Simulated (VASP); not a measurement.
# SiC (Cc) in VASP: further runs, part 2 of 2

VASP 6.6.1. Earlier steps stand in the parts before.

## Step 3: Single point, PBE

This run uses another cell than the first one: it holds 32 atoms, not 8.

File INCAR:

```
SYSTEM = SiC
PREC = Accurate
ENCUT = 600
EDIFF = 1E-6
ISMEAR = -1
SIGMA = 0.01
LREAL = Auto
LASPH = .True.
NELM = 120
ALGO = Normal
ISIF = 2
LWAVE = .False.
LCHARG = .True.
GGA = PE
LELF = .True.
LVHAR = .True.
NBANDS = 86
GGA_COMPAT = .False.
```

File KPOINTS:

```
Automatic mesh
0
Gamma
  1 1 1
  0.25 0.25 0.25
```

File POSCAR:

```
SiC
1.0
    6.1879230300      0.0000000560      0.0000000000
   -3.0939615635      5.3588985120      0.0000000000
    0.0000000000      0.0000000000     10.1287833600
Si C
16 16
Direct
    0.3345560031      0.1657347391      0.9375825938
    0.1657347391      0.3345560031      0.4375825938
    0.0009730856     -0.0013528576      0.6875852558
   -0.0013528576      0.0009730856      0.1875852558
    0.3345560031      0.6657347391      0.9375825938
    0.1657347391      0.8345560031      0.4375825938
    0.0009730856      0.4986471424      0.6875852558
   -0.0013528576      0.5009730856      0.1875852558
    0.8345560031      0.1657347391      0.9375825938
    0.6657347391      0.3345560031      0.4375825938
    0.5009730856     -0.0013528576      0.6875852558
    0.4986471424      0.0009730856      0.1875852558
    0.8345560031      0.6657347391      0.9375825938
    0.6657347391      0.8345560031      0.4375825938
    0.5009730856      0.4986471424      0.6875852558
    0.4986471424      0.5009730856      0.1875852558
    0.3351524243      0.1645612033      0.7501249659
    0.1645612033      0.3351524243      0.2501249659
   -0.0001747041      0.0005501062      0.5007061845
    0.0005501062     -0.0001747041      0.0007061845
    0.3351524243      0.6645612033      0.7501249659
    0.1645612033      0.8351524243      0.2501249659
   -0.0001747041      0.5005501062      0.5007061845
    0.0005501062      0.4998252959      0.0007061845
    0.8351524243      0.1645612033      0.7501249659
    0.6645612033      0.3351524243      0.2501249659
    0.4998252959      0.0005501062      0.5007061845
    0.5005501062     -0.0001747041      0.0007061845
    0.8351524243      0.6645612033      0.7501249659
    0.6645612033      0.8351524243      0.2501249659
    0.4998252959      0.5005501062      0.5007061845
    0.5005501062      0.4998252959      0.0007061845
```

Potentials or basis: VASP PAW PBE potentials, release 64 (Si, C).

Launch:

```
cat potpaw_PBE.64/Si/POTCAR potpaw_PBE.64/C/POTCAR > POTCAR
mpirun -np 1 vasp_std > vasp.out
```

OUTCAR:

```text
SYSTEM = SiC
   PREC = Accurate
   ENCUT = 600
   EDIFF = 1E-6
   ISMEAR = -1
   LREAL = Auto
   LASPH = .True.
   NELM = 120
   ISIF = 2
   GGA = PE

 ion  position               nearest neighbor table
   1  0.335  0.166  0.938-  28 1.89  17 1.90  20 1.90  32 1.90  12 3.09  13 3.09  13 3.09   5 3.09
                             5 3.09   9 3.09   9 3.09  15 3.10  11 3.10   3 3.10  16 3.10   4 3.11
   2  0.166  0.335  0.438-  23 1.89  18 1.90  19 1.90  31 1.90   7 3.09  14 3.09  14 3.09   6 3.09
                             6 3.09  10 3.09  10 3.09  16 3.10   8 3.10   4 3.10  15 3.10   3 3.11
   3  0.001  0.999  0.688-  25 1.89  19 1.89  29 1.90  17 1.90   6 3.09  15 3.09  15 3.09   7 3.09
[... 575 lines left out ...]
  external PRESSURE =     -13.6884697 kB  Pullay stress =       0.0000000 kB

 VOLUME and BASIS-vectors are now :
 -----------------------------------------------------------------------------
  energy-cutoff  :      600.00
  volume of cell :      335.88
      direct lattice vectors                 reciprocal lattice vectors
     6.187923030  0.000000056  0.000000000     0.161605112  0.093302757  0.000000000
    -3.093961564  5.358898512  0.000000000    -0.000000002  0.186605511  0.000000000
     0.000000000  0.000000000 10.128783360     0.000000000  0.000000000  0.098728541

 POSITION                                       TOTAL-FORCE (eV/Angst)
 -----------------------------------------------------------------------------------
      1.55743      0.88816      9.49657        -0.093330      0.053114     -0.007661
     -0.00955      1.79285      4.43218         0.092663     -0.054269     -0.007661
     -3.08375      5.35165      6.96440         0.081061     -0.034427     -0.019785
      6.17654      0.00521      1.90001        -0.070346      0.052987     -0.019785
      0.01045      3.56760      9.49657        -0.093330      0.053114     -0.007661
     -1.55653      4.47230      4.43218         0.092663     -0.054269     -0.007661
[... 24 lines left out ...]
      1.54420      2.68240      5.07154        -0.073912      0.031348      0.013318
      1.55093      2.67851      0.00715         0.064104     -0.048335      0.013318
 -----------------------------------------------------------------------------------
    total drift:                               -0.000572     -0.000991      0.026977

  FREE ENERGIE OF THE ION-ELECTRON SYSTEM (eV)
  ---------------------------------------------------
  free  energy   TOTEN  =      -247.0659894878 eV

  energy  without entropy=     -247.0659894878  energy(sigma->0) =     -247.06598949
```

OSZICAR:

```text
N       E                     dE             d eps       ncg     rms          rms(c)
DAV:   1     0.430486145589E+03    0.43049E+03   -0.63781E+04   688   0.151E+03
DAV:   2    -0.230783240209E+03   -0.66127E+03   -0.62407E+03   872   0.245E+02
DAV:   3    -0.273281909177E+03   -0.42499E+02   -0.42171E+02   856   0.597E+01
DAV:   4    -0.274180842949E+03   -0.89893E+00   -0.89565E+00   840   0.961E+00
DAV:   5    -0.274206194432E+03   -0.25351E-01   -0.25315E-01   856   0.156E+00    0.340E+01
DAV:   6    -0.247747172326E+03    0.26459E+02   -0.88153E+01   832   0.224E+01    0.151E+01
DAV:   7    -0.247187532487E+03    0.55964E+00   -0.70483E+00   864   0.665E+00    0.657E+00
DAV:   8    -0.247074260691E+03    0.11327E+00   -0.46625E-01   816   0.185E+00    0.185E+00
DAV:   9    -0.247064119873E+03    0.10141E-01   -0.62922E-02   832   0.751E-01    0.289E-01
DAV:  10    -0.247065724492E+03   -0.16046E-02   -0.55280E-03   808   0.213E-01    0.146E-01
DAV:  11    -0.247065978709E+03   -0.25422E-03   -0.72699E-04   800   0.974E-02    0.327E-02
DAV:  12    -0.247065985001E+03   -0.62912E-05   -0.41564E-05   840   0.199E-02    0.123E-02
DAV:  13    -0.247065987506E+03   -0.25053E-05   -0.33364E-06   672   0.633E-03    0.269E-03
DAV:  14    -0.247065988825E+03   -0.13195E-05   -0.56487E-07   464   0.267E-03    0.199E-03
DAV:  15    -0.247065989488E+03   -0.66248E-06   -0.36416E-07   432   0.206E-03
   1 F= -.24706599E+03 E0= -.24706599E+03  d E =-.930668E-13
```

Wall time 4.8 min (1 thread of Intel Xeon Platinum 8488C (Sapphire Rapids), shared host); peak memory 0.48 GiB.

What came out:

| Quantity | Value |
| --- | --- |
| Free energy | -247.0660 eV |
| Pressure | -1.4 GPa |
| Largest force | 0.174 eV/Å |
| Band gap on the k mesh | 4.17 eV |

Forces on the atoms (eV/Å):
```
Si  -0.093  0.053 -0.008
Si   0.093 -0.054 -0.008
Si   0.081 -0.034 -0.020
Si  -0.070  0.053 -0.020
Si  -0.093  0.053 -0.008
Si   0.093 -0.054 -0.008
Si   0.081 -0.034 -0.020
Si  -0.070  0.053 -0.020
Si  -0.093  0.053 -0.008
Si   0.093 -0.054 -0.008
Si   0.081 -0.034 -0.020
Si  -0.070  0.053 -0.020
Si  -0.093  0.053 -0.008
Si   0.093 -0.054 -0.008
Si   0.081 -0.034 -0.020
Si  -0.070  0.053 -0.020
C   -0.150  0.087  0.014
C    0.150 -0.087  0.014
C   -0.074  0.031  0.013
C    0.064 -0.048  0.013
C   -0.150  0.087  0.014
C    0.150 -0.087  0.014
C   -0.074  0.031  0.013
C    0.064 -0.048  0.013
C   -0.150  0.087  0.014
C    0.150 -0.087  0.014
C   -0.074  0.031  0.013
C    0.064 -0.048  0.013
C   -0.150  0.087  0.014
C    0.150 -0.087  0.014
C   -0.074  0.031  0.013
C    0.064 -0.048  0.013
```

Caveat: the k points lie up to 0.59 Å⁻¹ apart; a shifted mesh leaves out Γ, where band edges can lie. A k mesh can miss the band edges.
